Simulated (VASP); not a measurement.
The system is H.

```
CELL_PARAMETERS angstrom
3.15593 0.00000 0.00000
-0.47063 3.12064 0.00000
-1.34265 -1.56032 2.39219
ATOMIC_POSITIONS crystal
H 0.04081 0.11633 0.99717
H 0.89139 0.92952 0.96226
```

This cell differs from its parent crystal: atoms moved at random.

| Quantity | Value |
| --- | --- |
| Program | VASP 6.6.1 |
| Task | relaxation of cell and atoms |
| Functional | PBEsol |
| Potentials or basis | VASP PAW PBE potentials, release 64 (H) |
| Cutoff | 600 eV |
| k mesh | 10 × 10 × 11 |
| Occupations | gaussian, width 0.1 eV |
| Spin | no spin polarisation |

At the start: pressure 9.5 GPa; volume 11.78 Å³/atom.

Problem. Where does the relaxation end?

Solution. Over 11 steps the energy falls by 179.0 meV/atom and the volume is 11.96 Å³/atom (+1.5 %); space group C2/m (No. 12, to 0.05 Å).

The path:
```tsv
step	energy change (eV)	largest force (eV/Å)	pressure (GPa)	volume (Å³)
1	0.0000	6.5440	9.46	23.56
2	1.8999	3.9587	-12.69	25.93
3	0.6337	4.3103	-10.42	24.97
4	-0.0611	3.2334	-6.54	24.39
5	-0.3415	0.9731	-1.67	23.97
6	-0.3572	0.2333	0.45	23.84
7	-0.3580	0.0265	0.02	23.87
8	-0.3579	0.0358	0.12	23.86
9	-0.3580	0.0342	0.11	23.88
10	-0.3580	0.0291	0.10	23.92
11	-0.3580	0.0092	0.07	23.92
```

Final structure:
```yaml
crystal:
  lattice:
    - [3.17174, 0.01932, 0.00246]
    - [-0.45386, 3.14758, 0.00264]
    - [-1.35707, -1.58114, 2.39165]
  atoms:
    - { symbol: H, position: [0.05465, 0.13323, 0.00003] }
    - { symbol: H, position: [0.87755, 0.91262, 0.95940] }
```

Caveat: the cell differs from its parent crystal (atoms moved at random); the PAW data sets were made with another functional, which shifts forces and pressure a little.
